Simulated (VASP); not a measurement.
# NaF (Fm-3m) in VASP: notebook

NaF is run at these levels: PBEsol; tasks: single point.

Program: VASP 6.6.1. These are calculated values, not measurements. Logs are shortened: lines on timing, memory, paths and dates and some standing lists are left out, and cuts for length are marked.

### 1 The cell of the first run

The structure is cubic, space group Fm-3m (No. 225). Conventional cell: a = 4.408 Å, b = 4.408 Å, c = 4.408 Å, α = 90.00°, β = 90.00°, γ = 90.00°. Within 2.9 Å of Na (site symmetry m-3m) lie 6 F at 2.20 Å. Within 2.9 Å of F (site symmetry m-3m) lie 6 Na at 2.20 Å.

### 2 Single point, PBEsol

File INCAR:

```
PREC = Accurate
ENCUT = 520
EDIFF = 1E-6
ISMEAR = 0
SIGMA = 0.01
LREAL = False
LASPH = True
NELM = 100
ALGO = Normal
ISIF = 2
LWAVE = False
LCHARG = True
GGA = PS
LELF = True
LVHAR = True
NBANDS = 14
```

File KPOINTS:

```
Automatic mesh
0
Gamma
  8 8 8
```

File POSCAR:

```
NaF
1.0
    2.2042075388      2.2042075388      0.0000000000
   -2.2042075388      2.2042075388      0.0000000000
    0.0000000000      2.2042075388      2.2042075388
Na F
1 1
Direct
    0.0000000000      0.0000000000      0.0000000000
    0.5000000000      0.5000000000      0.0000000000
```

Potentials or basis: VASP PAW PBE potentials, release 64 (Na_pv, F).

On the command line:

```sh
$ cat potpaw_PBE.64/Na_pv/POTCAR potpaw_PBE.64/F/POTCAR > POTCAR
$ mpirun -np 1 vasp_std > vasp.out
```

OUTCAR:

```text
PREC = Accurate
   ENCUT = 520
   EDIFF = 1E-6
   ISMEAR = 0
   LREAL = False
   LASPH = True
   NELM = 100
   ISIF = 2
   GGA = PS

 ion  position               nearest neighbor table
   1  0.000  0.000  0.000-   2 2.20   2 2.20   2 2.20   2 2.20   2 2.20   2 2.20
   2  0.500  0.500  0.000-   1 2.20   1 2.20   1 2.20   1 2.20   1 2.20   1 2.20

  LATTYP: Found a face centered cubic cell.
 ALAT       =     4.4084150776

  Lattice vectors:

 A1 = (   0.0000000000,   2.2042075388,   2.2042075388)
 A2 = (   2.2042075388,   0.0000000000,   2.2042075388)
 A3 = (   2.2042075388,   2.2042075388,   0.0000000000)

Analysis of symmetry for initial positions (statically):
=====================================================================
 Subroutine PRICEL returns:
 Original cell was already a primitive cell.

 Routine SETGRP: Setting up the symmetry group for a
 face centered cubic supercell.

 Subroutine GETGRP returns: Found 48 space group operations
 (whereof 48 operations were pure point group operations)
 out of a pool of 48 trial point group operations.

The static configuration has the point symmetry O_h .

Analysis of symmetry for dynamics (positions and initial velocities):
=====================================================================
 Subroutine PRICEL returns:
 Original cell was already a primitive cell.

 Routine SETGRP: Setting up the symmetry group for a
 face centered cubic supercell.

 Subroutine GETGRP returns: Found 48 space group operations
 (whereof 48 operations were pure point group operations)
 out of a pool of 48 trial point group operations.

The dynamic configuration has the point symmetry O_h .

 Subroutine INISYM returns: Found 48 space group operations
 (whereof 48 operations are pure point group operations),
 and found     1 'primitive' translations

----------------------------------------------------------------------------------------

                                     Primitive cell

  volume of cell :      21.4184

  direct lattice vectors                    reciprocal lattice vectors
     2.204207539  2.204207539  0.000000000     0.226838894  0.226838894 -0.226838894
    -2.204207539  2.204207539  0.000000000    -0.226838894  0.226838894 -0.226838894
     0.000000000  2.204207539  2.204207539     0.000000000  0.000000000  0.453677788

  length of vectors
     3.117220196  3.117220196  3.117220196     0.392896489  0.392896489  0.453677788

  position of ions in fractional coordinates (direct lattice)
     0.000000000  0.000000000  0.000000000
     0.500000000  0.500000000  0.000000000

  ion indices of the primitive-cell ions
   primitive index   ion index
                 1           1
                 2           2

----------------------------------------------------------------------------------------

 KPOINTS: Automatic mesh

Automatic generation of k-mesh.
 Grid dimensions read from file:
 generate k-points for:    8    8    8

 Generating k-lattice:

  Cartesian coordinates                     Fractional coordinates (reciprocal lattice)
     0.028354862  0.028354862 -0.028354862     0.125000000  0.000000000  0.000000000
    -0.028354862  0.028354862 -0.028354862     0.000000000  0.125000000  0.000000000
     0.000000000  0.000000000  0.056709723     0.000000000  0.000000000  0.125000000

  Length of vectors
     0.049112061  0.049112061  0.056709723

  Shift w.r.t. Gamma in fractional coordinates (k-lattice)
     0.000000000  0.000000000  0.000000000

 Subroutine IBZKPT returns following result:
 ===========================================

 Found     29 irreducible k-points:

 Following reciprocal coordinates:
            Coordinates               Weight
  0.000000  0.000000  0.000000      1.000000
  0.125000  0.000000  0.000000      8.000000
  0.250000  0.000000  0.000000      8.000000
  0.375000  0.000000  0.000000      8.000000
  0.500000  0.000000  0.000000      4.000000
  0.125000  0.125000  0.000000     12.000000
[... 16 lines left out ...]
  0.375000  0.250000  0.125000     48.000000
  0.500000  0.250000  0.125000     24.000000
 [... further k-points ...]
   k-points           NKPTS =     29   k-points in BZ     NKDIM =     29   number of bands    NBANDS=     14
   number of dos      NEDOS =    301   number of ions     NIONS =      2
   total plane-waves  NPLWV =  13824
   dimension x,y,z NGX =    24 NGY =   24 NGZ =   24
   dimension x,y,z NGXF=    48 NGYF=   48 NGZF=   48
   ions per type =               1   1
   NGX,Y,Z   is equivalent  to a cutoff of  12.80, 12.80, 12.80 a.u.
   NGXF,Y,Z  is equivalent  to a cutoff of  25.60, 25.60, 25.60 a.u.
 SYSTEM =  unknown system
   PREC   = accura    normal or accurate (medium, high low for compatibility)
   ISTART =      0    job   : 0-new  1-cont  2-samecut
   ICHARG =      2    charge: 1-file 2-atom 10-const
   ISPIN  =      1    spin polarized calculation?
   LNONCOLLINEAR =      F non collinear calculations
   LSORBIT =      F    spin-orbit coupling
   LASPH  =      T    aspherical Exc in radial PAW
   ENCUT  =  520.0 eV  38.22 Ry    6.18 a.u.   5.80  5.80  5.80*2*pi/ulx,y,z
   NELM   =    100;   NELMIN=  2; NELMDL= -5     # of ELM steps
   EDIFF  = 0.1E-05   stopping-criterion for ELM
   LREAL  =      F    real-space projection
   EDIFFG = 0.1E-04   stopping-criterion for IOM
   NSW    =      0    number of steps for IOM
   IBRION =     -1    ionic relax: 0-MD 1-quasi-New 2-CG
   NFREE  =      0    steps in history (QN), initial steepest desc. (CG)
   ISIF   =      2    stress and relaxation
   ISYM   =      2    0-nonsym 1-usesym 2-fastsym
   POTIM  = 0.5000    time-step for ionic-motion
   TEBEG  =    0.0;   TEEND  =   0.0 temperature during run
   PSTRESS=    0.0 pullay stress
   NELECT =      14.0000    total number of electrons
   NUPDOWN=      -1.0000    fix difference up-down
   EMIN   =  10.00;   EMAX   =-10.00  energy-range for DOS
   EFERMI =   0.00;   METHOD = LEGACY
   ISMEAR =     0;   SIGMA  =   0.01  broadening in eV -4-tet -1-fermi 0-gaus
   EFERMI_NEDOS =   21; number of points for ismear=-14 and -15
   IALGO  =     38    algorithm
   IMIX   =      4    mixing-type and parameters
     AMIX     =   0.40;   BMIX     =  1.00
     AMIX_MAG =   1.60;   BMIX_MAG =  1.00
  volume/ion in A,a.u.               =      10.71        72.27
  Fermi-wavevector in a.u.,A,eV,Ry     =   1.420763  2.684853 27.464285  2.018568
  Thomas-Fermi vector in A             =   2.541644
   LORBIT       =      0    0 simple, 1 ext, 2 COOP (PROOUT), +10 PAW based schemes
   GGA     = PS    functional components
   LHFCALC =     F    Hartree Fock is set to
   AEXX    =    0.0000 exact exchange contribution
   IVDW    =     0    specifies the selected vdW correction
   LEPSILON=     F    determine dielectric tensor
   LRPA    =     F    only Hartree local field effects (RPA)
 non-spin polarized calculation
 Gauss-broadening in eV      SIGMA  =   0.01
  energy-cutoff  :      520.00
  volume of cell :       21.42
 maximum number of plane-waves:       589
   NGX = 11   NGY = 11   NGZ = 11

 number of electron      14.0000003 magnetization

 Free energy of the ion-electron system (eV)
  ---------------------------------------------------
  ext. energy  EPLUGINS =         0.00000000
  ---------------------------------------------------
  free energy    TOTEN  =        -8.66891733 eV

  energy without entropy =       -8.66891733  energy(sigma->0) =       -8.66891733

 E-fermi :  -1.4101     XC(G=0): -10.1070

 val. band max:       -1.4529952989   @ k =   0.0000   0.0000   0.0000
 cond. band min:       5.5643466744   @ k =   0.0000   0.0000   0.0000
 fundamental gap:      7.0173419734
 Fermi energy:        -1.4100961535

 k-point     1 :       0.0000    0.0000    0.0000
  band No.  band energies     occupation
      1     -20.8029      2.00000
      2     -19.8097      2.00000
      3     -19.8097      2.00000
      4     -19.8097      2.00000
      5      -1.4530      2.00000
      6      -1.4530      2.00000
      7      -1.4530      2.00000
      8       5.5643      0.00000
      9      18.4333      0.00000
     10      18.4333      0.00000
     11      18.4333      0.00000
     12      21.4450      0.00000
     13      24.0087      0.00000
     14      24.0087      0.00000

 k-point     2 :       0.1250    0.0000    0.0000
  band No.  band energies     occupation
      1     -20.9305      2.00000
      2     -19.8124      2.00000
      3     -19.8124      2.00000
      4     -19.6521      2.00000
      5      -1.8200      2.00000
      6      -1.5054      2.00000
      7      -1.5054      2.00000
      8       6.1733      0.00000
      9      16.5770      0.00000
     10      18.7388      0.00000
     11      18.7388      0.00000
     12      23.5485      0.00000
     13      23.5485      0.00000
     14      23.7164      0.00000

 k-point     3 :       0.2500    0.0000    0.0000
  band No.  band energies     occupation
      1     -21.1508      2.00000
      2     -19.8187      2.00000
      3     -19.8187      2.00000
      4     -19.3567      2.00000
      5      -2.5679      2.00000
      6      -1.6299      2.00000
      7      -1.6299      2.00000
      8       7.6007      0.00000
      9      14.4739      0.00000
     10      19.4616      0.00000
     11      19.4616      0.00000
     12      22.9515      0.00000
     13      22.9515      0.00000
     14      25.1057      0.00000
[... 324 lines left out ...]
 k-point    23 :       0.3750    0.2500    0.1250
  band No.  band energies     occupation
      1     -21.1389      2.00000
      2     -19.8976      2.00000
      3     -19.8490      2.00000
      4     -19.2525      2.00000
      5      -2.9904      2.00000
      6      -2.0771      2.00000
      7      -1.8455      2.00000
      8      10.2010      0.00000
      9      12.8944      0.00000
     10      17.5314      0.00000
     11      19.4870      0.00000
     12      21.6004      0.00000
     13      23.9420      0.00000
     14      28.7364      0.00000

 k-point    24 :       0.5000    0.2500    0.1250
  band No.  band energies     occupation
      1     -21.1497      2.00000
      2     -19.9026      2.00000
      3     -19.8619      2.00000
      4     -19.2177      2.00000
      5      -3.0778      2.00000
      6      -2.1783      2.00000
      7      -1.8928      2.00000
      8      11.1582      0.00000
      9      12.3231      0.00000
     10      17.1860      0.00000
     11      19.1992      0.00000
     12      22.3081      0.00000
     13      23.5215      0.00000
     14      28.9069      0.00000

 [... further k-points ...]
[... 5 lines left out ...]
  --------------------------------------------------------------------------------------
  -------------------------------------------------------------------------------------
  Total        1.3617449      1.3617449      1.3617449      0.0000000     -0.0000000      0.0000000
  in kB      101.8635703    101.8635703    101.8635703      0.0000000     -0.0000000      0.0000000
  external PRESSURE =     101.8635703 kB  Pullay stress =       0.0000000 kB

 VOLUME and BASIS-vectors are now :
 -----------------------------------------------------------------------------
  energy-cutoff  :      520.00
  volume of cell :       21.42
      direct lattice vectors                 reciprocal lattice vectors
     2.204207539  2.204207539  0.000000000     0.226838894  0.226838894 -0.226838894
    -2.204207539  2.204207539  0.000000000    -0.226838894  0.226838894 -0.226838894
     0.000000000  2.204207539  2.204207539     0.000000000  0.000000000  0.453677788

 POSITION                                       TOTAL-FORCE (eV/Angst)
 -----------------------------------------------------------------------------------
      0.00000      0.00000      0.00000        -0.000000     -0.000000      0.000000
      0.00000      2.20421      0.00000         0.000000      0.000000      0.000000
 -----------------------------------------------------------------------------------
    total drift:                                0.000000     -0.000000     -0.000000

  FREE ENERGIE OF THE ION-ELECTRON SYSTEM (eV)
  ---------------------------------------------------
  free  energy   TOTEN  =        -8.6689173292 eV

  energy  without entropy=       -8.6689173292  energy(sigma->0) =       -8.66891733
```

Wall time 10 s (1 thread of Intel Xeon 8259CL, shared host); peak memory 0.13 GiB.

What came out:

```
Free energy            : -8.6689 eV
Pressure               : 10.2 GPa
Band gap on the k mesh : 7.02 eV
```

Caveat: the cell stands under pressure; the PAW data sets were made with another functional, which shifts forces and pressure a little.

(Continued in part 2 of 2.)
